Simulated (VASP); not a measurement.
Write the native input for VASP 6.6.1 that does the following.

```
Task                   : single point
Functional             : PBEsol
Dispersion             : D4
Potentials or basis    : VASP PAW PBE potentials, release 64 (Ti_sv)
Cutoff                 : 520 eV
k mesh                 : 11 × 11 × 11
Occupations            : fermi-dirac, width 0.05 eV
Spin                   : no spin polarisation
Dipole correction      : no
Further INCAR settings : ALGO = Normal; EDIFF = 1e-06; NBANDS = 12
```

The structure of Ti lies in POSCAR:

```
Ti
1.0
    0.0000000000      2.0201823982      2.0201823982
    2.0201823982      0.0000000000      2.0201823982
    2.0201823982      2.0201823982      0.0000000000
Ti
1
Direct
    0.0000000000      0.0000000000      0.0000000000
```

One way to write it, as run:

INCAR

```
SYSTEM = Ti
ALGO     = Normal         ! electronic algorithm
EDIFF    = 1E-6           ! SCF threshold, eV
ENCUT    = 520            ! plane-wave cutoff, eV
GGA      = PS             ! functional
ISIF     = 2              ! what is computed and relaxed
ISMEAR   = -1             ! smearing method
IVDW     = 13             ! dispersion correction
LASPH    = .TRUE.         ! aspherical terms in the spheres
LCHARG   = .TRUE.         ! write CHGCAR
LELF     = .TRUE.         ! ELF
LREAL    = .FALSE.        ! projectors in reciprocal space
LVHAR    = .TRUE.       
LWAVE    = .FALSE.        ! write WAVECAR
NBANDS   = 12             ! bands
NELM     = 80             ! most SCF steps
PREC     = Accurate       ! precision mode
SIGMA    = 0.05           ! smearing width, eV
```

KPOINTS

```
k-points
0
G
  11 11 11
  0 0 0
```

Potentials or basis: VASP PAW PBE potentials, release 64 (Ti_sv).

The run is started by

```bash
$ cat potpaw_PBE.64/Ti_sv/POTCAR > POTCAR
$ mpirun -np 1 vasp_std > vasp.out
```

Results of the run:

- Pressure: -0.3 GPa
- Band gap on the k mesh: zero (band 6 reaches 9.57 eV, above the bottom of band 7 at 8.37 eV)
- Dispersion energy per atom: -0.123 eV

Caveat: the PAW data sets were made with another functional, which shifts forces and pressure a little; pairwise dispersion overbinds metals, which lowers pressure and volume.

Run time: 8.3 s on 1 thread of Intel Xeon 6975P-C, on a shared host, peak memory 0.14 GiB.
